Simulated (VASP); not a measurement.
# AlH2 (I4_1/amd) in VASP: a series of runs

Runs on AlH2. Level: PBE. Tasks: single point, relaxation of cell and atoms.

Everything below comes from runs of VASP 6.6.1. Logs are shortened: lines on timing, memory, paths and dates and some standing lists are left out, and cuts for length are marked.

## (1) The cell of the first run

Symmetry: I4_1/amd, No. 141, tetragonal system. The conventional cell has a = 3.683 Å, b = 3.683 Å, c = 9.324 Å, α = 90.00°, β = 90.00°, γ = 90.00°. Within 2.5 Å of Al (site symmetry -4m2) lie 6 H at 1.87 to 2.00 Å. H (site symmetry 2mm) has 3 Al at 1.87 to 2.00 Å and 2 H at 2.48 Å within 2.5 Å.

## (2) Single point, PBE

The input, INCAR:

```
PREC     = Accurate       # precision mode
ENCUT    = 520            # plane-wave cutoff, eV
EDIFF    = 1E-6           # SCF threshold, eV
ISMEAR   = 0              # smearing method
SIGMA    = 0.1            # smearing width, eV
LREAL    = False          # projectors in reciprocal space
LASPH    = True           # aspherical terms in the spheres
NELM     = 60             # most SCF steps
ALGO     = Normal         # electronic algorithm
ISIF     = 2              # what is computed and relaxed
LWAVE    = False          # write WAVECAR
LCHARG   = False          # write CHGCAR
GGA      = PE             # functional
NBANDS   = 14             # bands
```

The input, KPOINTS:

```
Automatic mesh
0
Gamma
  6 6 6
```

The input, POSCAR:

```
AlH2
1.0
   -1.8412811664      1.8412811664      4.6621599632
    1.8412811664     -1.8412811664      4.6621599632
    1.8412811664      1.8412811664     -4.6621599632
Al H
2 4
Direct
    0.0000000000      0.0000000000      0.0000000000
    0.7500000000      0.2500000000      0.5000000000
    0.2141401989      0.2141401989      0.0000000000
    0.9641401989      0.4641401989      0.5000000000
    0.5358598011      0.0358598011      0.5000000000
    0.7858598011      0.7858598011      0.0000000000
```

Potentials or basis: VASP PAW PBE potentials, release 64 (Al, H).

On the command line:

```sh
> cat potpaw_PBE.64/Al/POTCAR potpaw_PBE.64/H/POTCAR > POTCAR
> mpirun -np 1 vasp_std > vasp.out
```

OUTCAR:

```text
PREC = Accurate
   ENCUT = 520
   EDIFF = 1E-6
   ISMEAR = 0
   LREAL = False
   LASPH = True
   NELM = 60
   ISIF = 2
   GGA = PE

 ion  position               nearest neighbor table
   1  0.000  0.000  0.000-   5 1.87   4 1.87   5 1.87   4 1.87   3 2.00   6 2.00   2 2.97   2 2.97
                             2 2.97   2 2.97
   2  0.750  0.250  0.500-   6 1.87   3 1.87   6 1.87   3 1.87   4 2.00   5 2.00   1 2.97   1 2.97
                             1 2.97   1 2.97
   3  0.214  0.214  0.000-   2 1.87   2 1.87   1 2.00
   4  0.964  0.464  0.500-   1 1.87   1 1.87   2 2.00
   5  0.536  0.036  0.500-   1 1.87   1 1.87   2 2.00
   6  0.786  0.786  0.000-   2 1.87   2 1.87   1 2.00

  LATTYP: Found a body centered tetragonal cell.
 ALAT       =     3.6825623328
 C/A-ratio  =     2.5320195787

  Lattice vectors:

 A1 = (  -1.8412811664,   1.8412811664,   4.6621599632)
 A2 = (   1.8412811664,  -1.8412811664,   4.6621599632)
 A3 = (   1.8412811664,   1.8412811664,  -4.6621599632)

Analysis of symmetry for initial positions (statically):
=====================================================================
 Subroutine PRICEL returns:
 Original cell was already a primitive cell.

 Routine SETGRP: Setting up the symmetry group for a
 body centered tetragonal supercell.

 Subroutine GETGRP returns: Found 16 space group operations
 (whereof  8 operations were pure point group operations)
 out of a pool of 16 trial point group operations.

The static configuration has the point symmetry D_2d.
 The point group associated with its full space group is D_4h.

Analysis of symmetry for dynamics (positions and initial velocities):
=====================================================================
 Subroutine PRICEL returns:
 Original cell was already a primitive cell.

 Routine SETGRP: Setting up the symmetry group for a
 body centered tetragonal supercell.

 Subroutine GETGRP returns: Found 16 space group operations
 (whereof  8 operations were pure point group operations)
 out of a pool of 16 trial point group operations.

The dynamic configuration has the point symmetry D_2d.
 The point group associated with its full space group is D_4h.

 Subroutine INISYM returns: Found 16 space group operations
 (whereof  8 operations are pure point group operations),
 and found     1 'primitive' translations

----------------------------------------------------------------------------------------

                                     Primitive cell

  volume of cell :      63.2248

  direct lattice vectors                    reciprocal lattice vectors
    -1.841281166  1.841281166  4.662159963     0.000000000  0.271550054  0.107246427
     1.841281166 -1.841281166  4.662159963     0.271550054  0.000000000  0.107246427
     1.841281166  1.841281166 -4.662159963     0.271550054  0.271550054  0.000000000

  length of vectors
     5.340071927  5.340071927  5.340071927     0.291961004  0.291961004  0.384029769

  position of ions in fractional coordinates (direct lattice)
     0.000000000  0.000000000  0.000000000
     0.750000000  0.250000000  0.500000000
     0.214140199  0.214140199  0.000000000
     0.964140199  0.464140199  0.500000000
     0.535859801  0.035859801  0.500000000
     0.785859801  0.785859801  0.000000000

  ion indices of the primitive-cell ions
   primitive index   ion index
                 1           1
                 2           2
                 3           3
                 4           4
                 5           5
                 6           6

----------------------------------------------------------------------------------------

 KPOINTS: Automatic mesh

Automatic generation of k-mesh.
 Grid dimensions read from file:
 generate k-points for:    6    6    6

 Generating k-lattice:

  Cartesian coordinates                     Fractional coordinates (reciprocal lattice)
     0.000000000  0.045258342  0.017874405     0.166666667  0.000000000 -0.000000000
     0.045258342  0.000000000  0.017874405     0.000000000  0.166666667 -0.000000000
     0.045258342  0.045258342  0.000000000     0.000000000  0.000000000  0.166666667

  Length of vectors
     0.048660167  0.048660167  0.064004962

  Shift w.r.t. Gamma in fractional coordinates (k-lattice)
     0.000000000  0.000000000  0.000000000

 Subroutine IBZKPT returns following result:
 ===========================================

 Found     30 irreducible k-points:

 Following reciprocal coordinates:
            Coordinates               Weight
  0.000000  0.000000  0.000000      1.000000
  0.166667  0.000000 -0.000000      8.000000
  0.333333  0.000000  0.000000      8.000000
  0.500000  0.000000  0.000000      4.000000
  0.166667  0.166667 -0.000000      8.000000
  0.333333  0.166667 -0.000000     16.000000
[... 16 lines left out ...]
 -0.333333 -0.333333  0.166667      8.000000
 -0.166667 -0.333333  0.166667      8.000000
 [... further k-points ...]
   k-points           NKPTS =     30   k-points in BZ     NKDIM =     30   number of bands    NBANDS=     14
   number of dos      NEDOS =    301   number of ions     NIONS =      6
   total plane-waves  NPLWV =  64000
   dimension x,y,z NGX =    40 NGY =   40 NGZ =   40
   dimension x,y,z NGXF=    80 NGYF=   80 NGZF=   80
   ions per type =               2   4
   NGX,Y,Z   is equivalent  to a cutoff of  12.45, 12.45, 12.45 a.u.
   NGXF,Y,Z  is equivalent  to a cutoff of  24.91, 24.91, 24.91 a.u.
 SYSTEM =  unknown system
   PREC   = accura    normal or accurate (medium, high low for compatibility)
   ISTART =      0    job   : 0-new  1-cont  2-samecut
   ICHARG =      2    charge: 1-file 2-atom 10-const
   ISPIN  =      1    spin polarized calculation?
   LNONCOLLINEAR =      F non collinear calculations
   LSORBIT =      F    spin-orbit coupling
   LASPH  =      T    aspherical Exc in radial PAW
   ENCUT  =  520.0 eV  38.22 Ry    6.18 a.u.   9.93  9.93  9.93*2*pi/ulx,y,z
   NELM   =     60;   NELMIN=  2; NELMDL= -5     # of ELM steps
   EDIFF  = 0.1E-05   stopping-criterion for ELM
   LREAL  =      F    real-space projection
   EDIFFG = 0.1E-04   stopping-criterion for IOM
   NSW    =      0    number of steps for IOM
   IBRION =     -1    ionic relax: 0-MD 1-quasi-New 2-CG
   NFREE  =      0    steps in history (QN), initial steepest desc. (CG)
   ISIF   =      2    stress and relaxation
   ISYM   =      2    0-nonsym 1-usesym 2-fastsym
   POTIM  = 0.5000    time-step for ionic-motion
   TEBEG  =    0.0;   TEEND  =   0.0 temperature during run
   PSTRESS=    0.0 pullay stress
   NELECT =      10.0000    total number of electrons
   NUPDOWN=      -1.0000    fix difference up-down
   EMIN   =  10.00;   EMAX   =-10.00  energy-range for DOS
   EFERMI =   0.00;   METHOD = LEGACY
   ISMEAR =     0;   SIGMA  =   0.10  broadening in eV -4-tet -1-fermi 0-gaus
   EFERMI_NEDOS =   21; number of points for ismear=-14 and -15
   IALGO  =     38    algorithm
   IMIX   =      4    mixing-type and parameters
     AMIX     =   0.40;   BMIX     =  1.00
     AMIX_MAG =   1.60;   BMIX_MAG =  1.00
  volume/ion in A,a.u.               =      10.54        71.11
  Fermi-wavevector in a.u.,A,eV,Ry     =   0.885345  1.673059 10.664725  0.783835
  Thomas-Fermi vector in A             =   2.006366
   LORBIT       =      0    0 simple, 1 ext, 2 COOP (PROOUT), +10 PAW based schemes
   GGA     = PE    functional components
   LHFCALC =     F    Hartree Fock is set to
   AEXX    =    0.0000 exact exchange contribution
   IVDW    =     0    specifies the selected vdW correction
   LEPSILON=     F    determine dielectric tensor
   LRPA    =     F    only Hartree local field effects (RPA)
 non-spin polarized calculation
 Gauss-broadening in eV      SIGMA  =   0.10
  energy-cutoff  :      520.00
  volume of cell :       63.22
 maximum number of plane-waves:      1715
   NGX = 19   NGY = 19   NGZ = 19

 number of electron      10.0000001 magnetization

 Free energy of the ion-electron system (eV)
  ---------------------------------------------------
  ext. energy  EPLUGINS =         0.00000000
  ---------------------------------------------------
  free energy    TOTEN  =       -19.08269985 eV

  energy without entropy =      -19.06951971  energy(sigma->0) =      -19.07610978

 E-fermi :   4.2029     XC(G=0):  -8.6677

 val. band max:        4.1621938502   @ k =  -0.3333   0.3333   0.1667
 cond. band min:       4.2096944109   @ k =  -0.3333   0.5000   0.1667
 fundamental gap:      0.0475005607
 Fermi energy:         4.2029350995

 k-point     1 :       0.0000    0.0000    0.0000
  band No.  band energies     occupation
      1      -7.2620      2.00000
      2      -1.8559      2.00000
      3      -1.8071      2.00000
      4       0.8298      2.00000
      5       5.0222      0.00000
      6       6.0155      0.00000
      7       6.0155      0.00000
      8       6.7285      0.00000
      9       6.7285      0.00000
     10       7.0305      0.00000
     11      10.1989      0.00000
     12      14.9384      0.00000
     13      15.3658      0.00000
     14      15.4615      0.00000

 k-point     2 :       0.1667    0.0000   -0.0000
  band No.  band energies     occupation
      1      -6.9613      2.00000
      2      -2.4504      2.00000
      3      -1.1771      2.00000
      4       0.0865      2.00000
      5       4.2692      0.34851
      6       5.0551      0.00000
      7       5.9760      0.00000
      8       7.1139      0.00000
      9       7.2551      0.00000
     10       9.4532      0.00000
[... 362 lines left out ...]
 k-point    24 :      -0.1667   -0.3333    0.1667
  band No.  band energies     occupation
      1      -6.6274      2.00000
      2      -3.7990      2.00000
      3      -0.5696      2.00000
      4       0.2547      2.00000
      5       4.9217      0.00000
      6       5.4081      0.00000
      7       5.8550      0.00000
      8       7.2341      0.00000
      9       8.4331      0.00000
     10       9.8842      0.00000
     11      10.8471      0.00000
     12      12.4248      0.00000
     13      13.1568      0.00000
     14      13.7502      0.00000

 [... further k-points ...]

------------------------ aborting loop because EDIFF is reached ----------------------------------------

  FORCE on cell =-STRESS in cart. coord.  units (eV):
  Direction    XX          YY          ZZ          XY          YZ          ZX
  --------------------------------------------------------------------------------------
  -------------------------------------------------------------------------------------
  Total        0.0617141      0.0617141      0.0816220      0.0000000      0.0000000      0.0000000
  in kB        1.5638943      1.5638943      2.0683793      0.0000000      0.0000000      0.0000000
  external PRESSURE =       1.7320560 kB  Pullay stress =       0.0000000 kB

 VOLUME and BASIS-vectors are now :
 -----------------------------------------------------------------------------
  energy-cutoff  :      520.00
  volume of cell :       63.22
      direct lattice vectors                 reciprocal lattice vectors
    -1.841281166  1.841281166  4.662159963     0.000000000  0.271550054  0.107246427
     1.841281166 -1.841281166  4.662159963     0.271550054  0.000000000  0.107246427
     1.841281166  1.841281166 -4.662159963     0.271550054  0.271550054  0.000000000

 POSITION                                       TOTAL-FORCE (eV/Angst)
 -----------------------------------------------------------------------------------
      0.00000      0.00000      0.00000         0.000000      0.000000     -0.000000
      0.00000      1.84128      2.33108         0.000000      0.000000     -0.000000
      0.00000      0.00000      1.99671         0.000000      0.000000      0.011002
     -0.00000      1.84128      4.32779        -0.000000     -0.000000      0.011002
      0.00000      1.84128      0.33437         0.000000      0.000000     -0.011002
      0.00000      0.00000      7.32761        -0.000000     -0.000000     -0.011002
 -----------------------------------------------------------------------------------
    total drift:                                0.000000      0.000000     -0.000000

  FREE ENERGIE OF THE ION-ELECTRON SYSTEM (eV)
  ---------------------------------------------------
  free  energy   TOTEN  =       -19.0826998465 eV

  energy  without entropy=      -19.0695197102  energy(sigma->0) =      -19.07610978
```

Run time: 70 s. Hardware: 1 thread of Intel Xeon 8259CL, shared host; peak memory 0.23 GiB.

Results:

```yaml
Free_energy: -19.0827 eV
Pressure: 0.2 GPa
Largest_force: 0.011 eV/Å
Band_gap_on_the_k_mesh: zero (bands 5 and 6 overlap by 3.00 eV)
```

Forces on the atoms (eV/Å):
```
Al   0.000  0.000  0.000
Al   0.000  0.000  0.000
H    0.000  0.000  0.011
H    0.000  0.000  0.011
H    0.000  0.000 -0.011
H    0.000  0.000 -0.011
```

[end of part 1 of 2]

The gap in the log of VASP goes by the Fermi energy; the results here count the filled bands.